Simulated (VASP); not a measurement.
# AlAs4 in VASP: further runs

The runs below take AlAs4 through single point, relaxation of cell and atoms, with PBE.

Everything below comes from runs of VASP 6.6.1. Logs are shortened: lines on timing, memory, paths and dates and some standing lists are left out, and cuts for length are marked.

### 1 The cell of the first run

The typed cell holds 10 atoms: a = 7.302 Å, b = 7.302 Å, c = 4.286 Å, α = 90.00°, β = 90.00°, γ = 90.00°.

The cell was built from a structure type or drawn by symmetry, and may not be a known phase.

### 2 Single point, PBE

INCAR

```
PREC     = Accurate       # precision mode
ENCUT    = 520            # plane-wave cutoff, eV
EDIFF    = 1E-7           # SCF threshold, eV
ISMEAR   = 0              # smearing method
SIGMA    = 0.2            # smearing width, eV
LREAL    = F              # projectors in reciprocal space
LASPH    = T              # aspherical terms in the spheres
NELM     = 60             # most SCF steps
ALGO     = Normal         # electronic algorithm
ISIF     = 2              # what is computed and relaxed
LWAVE    = F              # write WAVECAR
LCHARG   = T              # write CHGCAR
GGA      = PE             # functional
LELF     = T              # ELF
LVHAR    = T            
NBANDS   = 34             # bands
```

KPOINTS

```
regular mesh
0
Gamma
  3 3 3
```

POSCAR

```
AlAs4
1.0
    7.3016531959      0.0000000000      0.0000000000
    0.0000000000      7.3016531959      0.0000000000
    0.0000000000      0.0000000000      4.2861182180
Al As
2 8
Direct
    0.0000000000      0.0000000000     -0.0000066547
    0.5000000000      0.5000000000      0.4999933453
    0.7423992034      0.4999933660      0.9997380462
    0.2576007966      0.5000066340      0.9997380462
    0.0000066340      0.2423992034      0.4997380462
    0.9999933660      0.7576007966      0.4997380462
    0.2423992034      0.0000066340      0.4997380462
    0.7576007966      0.9999933660      0.4997380462
    0.5000066340      0.2576007966      0.9997380462
    0.4999933660      0.7423992034      0.9997380462
```

Potentials or basis: VASP PAW PBE potentials, release 64 (Al, As).

On the command line:

```
$ cat potpaw_PBE.64/Al/POTCAR potpaw_PBE.64/As/POTCAR > POTCAR
$ mpirun -np 1 vasp_std > vasp.out
```

OUTCAR:

```text
PREC = Accurate
   ENCUT = 520
   EDIFF = 1E-7
   ISMEAR = 0
   LREAL = F
   LASPH = T
   NELM = 60
   ISIF = 2
   GGA = PE

 ion  position               nearest neighbor table
   1  0.000  0.000  1.000-   5 2.78   6 2.78   7 2.78   8 2.78   5 2.78   6 2.78   7 2.78   8 2.78

   2  0.500  0.500  0.500-   3 2.78   4 2.78   9 2.78  10 2.78   3 2.78   4 2.78   9 2.78  10 2.78

   3  0.742  0.500  1.000-   9 2.50  10 2.50   2 2.78   2 2.78
   4  0.258  0.500  1.000-  10 2.50   9 2.50   2 2.78   2 2.78
   5  0.000  0.242  0.500-   7 2.50   8 2.50   1 2.78   1 2.78
   6  1.000  0.758  0.500-   8 2.50   7 2.50   1 2.78   1 2.78
   7  0.242  0.000  0.500-   5 2.50   6 2.50   1 2.78   1 2.78
   8  0.758  1.000  0.500-   6 2.50   5 2.50   1 2.78   1 2.78
   9  0.500  0.258  1.000-   3 2.50   4 2.50   2 2.78   2 2.78
  10  0.500  0.742  1.000-   4 2.50   3 2.50   2 2.78   2 2.78

  LATTYP: Found a simple tetragonal cell.
 ALAT       =     7.3016531959
 C/A-ratio  =     0.5870065454

  Lattice vectors:

 A1 = (   7.3016531959,   0.0000000000,   0.0000000000)
 A2 = (   0.0000000000,   7.3016531959,   0.0000000000)
 A3 = (   0.0000000000,   0.0000000000,   4.2861182180)

Analysis of symmetry for initial positions (statically):
=====================================================================
 Subroutine PRICEL returns:
 Original cell was already a primitive cell.

 Routine SETGRP: Setting up the symmetry group for a
 simple tetragonal supercell.

 Subroutine GETGRP returns: Found  8 space group operations
 (whereof  4 operations were pure point group operations)
 out of a pool of 16 trial point group operations.

The static configuration has the point symmetry C_2v.
 The point group associated with its full space group is C_4v.

Analysis of symmetry for dynamics (positions and initial velocities):
=====================================================================
 Subroutine PRICEL returns:
 Original cell was already a primitive cell.

 Routine SETGRP: Setting up the symmetry group for a
 simple tetragonal supercell.

 Subroutine GETGRP returns: Found  8 space group operations
 (whereof  4 operations were pure point group operations)
 out of a pool of 16 trial point group operations.

The dynamic configuration has the point symmetry C_2v.
 The point group associated with its full space group is C_4v.

 Subroutine INISYM returns: Found  8 space group operations
 (whereof  4 operations are pure point group operations),
[... 101 lines left out ...]
   POTIM  = 0.5000    time-step for ionic-motion
   TEBEG  =    0.0;   TEEND  =   0.0 temperature during run
   PSTRESS=    0.0 pullay stress
   NELECT =      46.0000    total number of electrons
   NUPDOWN=      -1.0000    fix difference up-down
   EMIN   =  10.00;   EMAX   =-10.00  energy-range for DOS
   EFERMI =   0.00;   METHOD = LEGACY
   ISMEAR =     0;   SIGMA  =   0.20  broadening in eV -4-tet -1-fermi 0-gaus
   EFERMI_NEDOS =   21; number of points for ismear=-14 and -15
   IALGO  =     38    algorithm
   IMIX   =      4    mixing-type and parameters
     AMIX     =   0.40;   BMIX     =  1.00
     AMIX_MAG =   1.60;   BMIX_MAG =  1.00
  volume/ion in A,a.u.               =      22.85       154.21
  Fermi-wavevector in a.u.,A,eV,Ry     =   0.959456  1.813110 12.524934  0.920557
  Thomas-Fermi vector in A             =   2.088654
   LORBIT       =      0    0 simple, 1 ext, 2 COOP (PROOUT), +10 PAW based schemes
   GGA     = PE    functional components
   LHFCALC =     F    Hartree Fock is set to
   AEXX    =    0.0000 exact exchange contribution
   IVDW    =     0    specifies the selected vdW correction
   LEPSILON=     F    determine dielectric tensor
   LRPA    =     F    only Hartree local field effects (RPA)
 non-spin polarized calculation
 Gauss-broadening in eV      SIGMA  =   0.20
  energy-cutoff  :      520.00
  volume of cell :      228.51
 maximum number of plane-waves:      6162
 NGX is ok and might be reduce to    54
   NGX = 27   NGY = 27   NGZ = 15

 number of electron      46.0000008 magnetization

 Free energy of the ion-electron system (eV)
  ---------------------------------------------------
  ext. energy  EPLUGINS =         0.00000000
  ---------------------------------------------------
  free energy    TOTEN  =       -43.17279851 eV

  energy without entropy =      -43.09491224  energy(sigma->0) =      -43.13385538

 E-fermi :   4.7038     XC(G=0):  -9.5059

 val. band max:        4.4307858660   @ k =   0.0000   0.0000   0.0000
 cond. band min:       4.7141009046   @ k =   0.3333   0.3333   0.3333
 fundamental gap:      0.2833150386
 Fermi energy:         4.7037578928

 k-point     1 :       0.0000    0.0000    0.0000
  band No.  band energies     occupation
      1      -9.6490      2.00000
      2      -8.8214      2.00000
      3      -6.7053      2.00000
      4      -6.7053      2.00000
      5      -5.9997      2.00000
      6      -5.9997      2.00000
[... 211 lines left out ...]
     33       9.0608      0.00000
     34       9.0737      0.00000

------------------------ aborting loop because EDIFF is reached ----------------------------------------

  FORCE on cell =-STRESS in cart. coord.  units (eV):
  Direction    XX          YY          ZZ          XY          YZ          ZX
  --------------------------------------------------------------------------------------
  -------------------------------------------------------------------------------------
  Total        0.8632442      0.8632442      0.1447034      0.0000000      0.0000000      0.0000000
  in kB        6.0525403      6.0525403      1.0145714      0.0000000      0.0000000      0.0000000
  external PRESSURE =       4.3732173 kB  Pullay stress =       0.0000000 kB

 VOLUME and BASIS-vectors are now :
 -----------------------------------------------------------------------------
  energy-cutoff  :      520.00
  volume of cell :      228.51
      direct lattice vectors                 reciprocal lattice vectors
     7.301653196  0.000000000  0.000000000     0.136955286  0.000000000  0.000000000
     0.000000000  7.301653196  0.000000000     0.000000000  0.136955286  0.000000000
     0.000000000  0.000000000  4.286118218     0.000000000  0.000000000  0.233311344

 POSITION                                       TOTAL-FORCE (eV/Angst)
 -----------------------------------------------------------------------------------
      0.00000      0.00000      4.28609         0.000000      0.000000     -0.004472
      3.65083      3.65083      2.14303         0.000000      0.000000     -0.004472
      5.42074      3.65078      4.28500         0.061296      0.000747      0.001118
      1.88091      3.65088      4.28500        -0.061296     -0.000747      0.001118
      0.00005      1.76991      2.14194        -0.000747      0.061296      0.001118
      7.30160      5.53174      2.14194         0.000747     -0.061296      0.001118
      1.76991      0.00005      2.14194         0.061296     -0.000747      0.001118
      5.53174      7.30160      2.14194        -0.061296      0.000747      0.001118
      3.65088      1.88091      4.28500        -0.000747     -0.061296      0.001118
      3.65078      5.42074      4.28500         0.000747      0.061296      0.001118
 -----------------------------------------------------------------------------------
    total drift:                                0.000000      0.000000      0.000003

  FREE ENERGIE OF THE ION-ELECTRON SYSTEM (eV)
  ---------------------------------------------------
  free  energy   TOTEN  =       -43.1727985089 eV

  energy  without entropy=      -43.0949122440  energy(sigma->0) =      -43.13385538
```

Wall time 85 s (1 thread of AMD EPYC 7R43 (Zen 3), shared host); peak memory 0.24 GiB.

Results:

```
Free energy            : -43.1728 eV
Pressure               : 0.4 GPa
Largest force          : 0.061 eV/Å
Band gap on the k mesh : zero (bands 23 and 24 overlap by 1.07 eV)
```

Forces in eV/Å, atoms in the order of the input:
```
Al   0.000  0.000 -0.004
Al   0.000  0.000 -0.004
As   0.061  0.001  0.001
As  -0.061 -0.001  0.001
As  -0.001  0.061  0.001
As   0.001 -0.061  0.001
As   0.061 -0.001  0.001
As  -0.061  0.001  0.001
As  -0.001 -0.061  0.001
As   0.001  0.061  0.001
```

Caveat: the k points lie up to 0.49 Å⁻¹ apart, too coarse for converged energies and pressures of a metal.

### 3 Single point, PBE

This run uses another cell than the first one, of 24.33 Å³/atom.

INCAR

```
SYSTEM = AlAs4
  PREC = Accurate
  ENCUT = 520
  EDIFF = 1E-6
  ISMEAR = 0
  SIGMA = 0.2
  LREAL = .FALSE.
  LASPH = .TRUE.
  NELM = 60
  ALGO = Normal
  ISIF = 2
  LWAVE = .FALSE.
  LCHARG = .FALSE.
  GGA = PE
  NBANDS = 34
```

KPOINTS

```
Automatic mesh
0
G
  3 3 3
  0 0 0
```

POSCAR

```
AlAs4
1.0
   -3.3563235093      3.3563235093      5.4001514678
    3.3563235093     -3.3563235093      5.4001514678
    3.3563235093      3.3563235093     -5.4001514678
Al As
2 8
Direct
    0.5000000000      0.0000000000      0.5000000000
    0.0000000000      0.5000000000      0.5000000000
    0.2128696488      0.2128696488      0.4257392977
    0.7871303512      0.7871303512      0.5742607023
    0.2128696488      0.7871303512      0.0000000000
    0.7871303512      0.2128696488      0.0000000000
    0.5000000000      0.5000000000      0.5000000000
    0.0000000000      0.0000000000      0.5000000000
    0.5000000000      0.0000000000      0.0000000000
    0.0000000000      0.5000000000      0.0000000000
```

Potentials or basis: VASP PAW PBE potentials, release 64 (Al, As).

On the command line:

```
$ cat potpaw_PBE.64/Al/POTCAR potpaw_PBE.64/As/POTCAR > POTCAR
$ mpirun -np 1 vasp_std > vasp.out
```

OUTCAR:

```text
SYSTEM = AlAs4
   PREC = Accurate
   ENCUT = 520
   EDIFF = 1E-6
   ISMEAR = 0
   LREAL = .FALSE.
   LASPH = .TRUE.
   NELM = 60
   ISIF = 2
   GGA = PE

 ion  position               nearest neighbor table
   1  0.500  0.000  0.500-   3 2.40   4 2.40   6 2.40   5 2.40
   2  0.000  0.500  0.500-   3 2.40   4 2.40   5 2.40   6 2.40
   3  0.213  0.213  0.426-   1 2.40   2 2.40   8 2.72   7 2.72   5 2.86   6 2.86
   4  0.787  0.787  0.574-   1 2.40   2 2.40   8 2.72   7 2.72   5 2.86   6 2.86
   5  0.213  0.787  0.000-   1 2.40   2 2.40  10 2.72   9 2.72   4 2.86   3 2.86
   6  0.787  0.213  0.000-   2 2.40   1 2.40  10 2.72   9 2.72   4 2.86   3 2.86
   7  0.500  0.500  0.500-   3 2.72   4 2.72
   8  0.000  0.000  0.500-   3 2.72   4 2.72
   9  0.500  0.000  0.000-   5 2.72   6 2.72
  10  0.000  0.500  0.000-   5 2.72   6 2.72

  LATTYP: Found a body centered tetragonal cell.
 ALAT       =     6.7126470186
 C/A-ratio  =     1.6089484380

  Lattice vectors:

 A1 = (  -3.3563235093,   3.3563235093,   5.4001514678)
 A2 = (   3.3563235093,  -3.3563235093,   5.4001514678)
 A3 = (   3.3563235093,   3.3563235093,  -5.4001514678)

Analysis of symmetry for initial positions (statically):
=====================================================================
 Subroutine PRICEL returns:
 Original cell was already a primitive cell.

 Routine SETGRP: Setting up the symmetry group for a
 body centered tetragonal supercell.

 Subroutine GETGRP returns: Found 16 space group operations
 (whereof 16 operations were pure point group operations)
 out of a pool of 16 trial point group operations.

The static configuration has the point symmetry D_4h.

Analysis of symmetry for dynamics (positions and initial velocities):
=====================================================================
 Subroutine PRICEL returns:
 Original cell was already a primitive cell.
[... 130 lines left out ...]
   GGA     = PE    functional components
   LHFCALC =     F    Hartree Fock is set to
   AEXX    =    0.0000 exact exchange contribution
   IVDW    =     0    specifies the selected vdW correction
   LEPSILON=     F    determine dielectric tensor
   LRPA    =     F    only Hartree local field effects (RPA)
 non-spin polarized calculation
 Gauss-broadening in eV      SIGMA  =   0.20
  energy-cutoff  :      520.00
  volume of cell :      243.33
 maximum number of plane-waves:      6581
 NGX is ok and might be reduce to    54
   NGX = 27   NGY = 27   NGZ = 27

 number of electron      45.9999992 magnetization

 Free energy of the ion-electron system (eV)
  ---------------------------------------------------
  ext. energy  EPLUGINS =         0.00000000
  ---------------------------------------------------
  free energy    TOTEN  =       -39.84537626 eV

  energy without entropy =      -39.76724573  energy(sigma->0) =      -39.80631099

 E-fermi :   4.0634     XC(G=0):  -9.1985

 val. band max:        3.8089809549   @ k =   0.0000   0.0000   0.0000
 cond. band min:       4.1682850665   @ k =  -0.3333  -0.3333   0.3333
 fundamental gap:      0.3593041116
 Fermi energy:         4.0633887871

 k-point     1 :       0.0000    0.0000    0.0000
  band No.  band energies     occupation
      1      -9.7222      2.00000
      2      -7.5245      2.00000
      3      -7.5245      2.00000
      4      -6.8327      2.00000
      5      -6.5112      2.00000
      6      -6.5112      2.00000
[... 211 lines left out ...]
     33       7.5060      0.00000
     34       7.8225      0.00000

------------------------ aborting loop because EDIFF is reached ----------------------------------------

  FORCE on cell =-STRESS in cart. coord.  units (eV):
  Direction    XX          YY          ZZ          XY          YZ          ZX
  --------------------------------------------------------------------------------------
  -------------------------------------------------------------------------------------
  Total        0.9235176      0.9235176     -0.9329336      0.0000000     -0.0000000     -0.0000000
  in kB        6.0808205      6.0808205     -6.1428196      0.0000000     -0.0000000     -0.0000000
  external PRESSURE =       2.0062738 kB  Pullay stress =       0.0000000 kB

 VOLUME and BASIS-vectors are now :
 -----------------------------------------------------------------------------
  energy-cutoff  :      520.00
  volume of cell :      243.33
      direct lattice vectors                 reciprocal lattice vectors
    -3.356323509  3.356323509  5.400151468     0.000000000  0.148972529  0.092589995
     3.356323509 -3.356323509  5.400151468     0.148972529  0.000000000  0.092589995
     3.356323509  3.356323509 -5.400151468     0.148972529  0.148972529  0.000000000

 POSITION                                       TOTAL-FORCE (eV/Angst)
 -----------------------------------------------------------------------------------
      0.00000      3.35632      0.00000         0.000000      0.000000      0.000000
      3.35632      0.00000      0.00000         0.000000      0.000000      0.000000
      1.42892      1.42892     -0.00000         0.026239      0.026239     -0.000000
      1.92740      1.92740      5.40015        -0.026239     -0.026239      0.000000
      1.92740     -1.92740      5.40015        -0.026239      0.026239      0.000000
     -1.92740      1.92740      5.40015         0.026239     -0.026239     -0.000000
      1.67816      1.67816      2.70008         0.000000      0.000000      0.000000
      1.67816      1.67816     -2.70008         0.000000      0.000000      0.000000
     -1.67816      1.67816      2.70008         0.000000      0.000000      0.000000
      1.67816     -1.67816      2.70008         0.000000      0.000000      0.000000
 -----------------------------------------------------------------------------------
    total drift:                                0.000000      0.000000     -0.000000

  FREE ENERGIE OF THE ION-ELECTRON SYSTEM (eV)
  ---------------------------------------------------
  free  energy   TOTEN  =       -39.8453762563 eV

  energy  without entropy=      -39.7672457278  energy(sigma->0) =      -39.80631099
```

stdout:

```text
POSCAR found type information on POSCAR AlAs
 POSCAR found :  2 types and      10 ions
 scaLAPACK will be used
 LDA part: xc-table for (Slater+PW92), standard interpolation
 POSCAR, INCAR and KPOINTS ok, starting setup
 FFT: planning ... GRIDC
 FFT: planning ... GRID_SOFT
 FFT: planning ... GRID
 WAVECAR not read
 entering main loop
```

It took 1.8 min on 1 thread of AMD EPYC 7R43 (Zen 3), shared host; peak memory 0.33 GiB.

What came out:

```yaml
Free_energy: -39.8454 eV
Pressure: 0.2 GPa
Largest_force: 0.037 eV/Å
Band_gap_on_the_k_mesh: zero (bands 23 and 24 overlap by 0.62 eV)
```

Forces on the atoms (eV/Å):
```
Al   0.000  0.000  0.000
Al   0.000  0.000  0.000
As   0.026  0.026  0.000
As  -0.026 -0.026  0.000
As  -0.026  0.026  0.000
As   0.026 -0.026  0.000
As   0.000  0.000  0.000
As   0.000  0.000  0.000
As   0.000  0.000  0.000
As   0.000  0.000  0.000
```

Stress tensor (GPa, compression positive):
```
 0.61  0.00  0.00
 0.00  0.61  0.00
 0.00  0.00 -0.61
```

Levels at points of the mesh, in eV from the Fermi level:
| k point | band 20 | band 21 | band 22 | band 23 | band 24 | band 25 | band 26 | band 27 |
| --- | --- | --- | --- | --- | --- | --- | --- | --- |
| (0.00, 0.00, 0.00) | -0.31 | -0.31 | -0.25 | -0.25 | 0.38 | 0.38 | 0.39 | 2.26 |

Caveat: the k points lie up to 0.37 Å⁻¹ apart, too coarse for converged energies and pressures of a metal; semilocal functionals underestimate gaps, so a narrow gap can read as zero.

(Continued in part 2 of 2.)
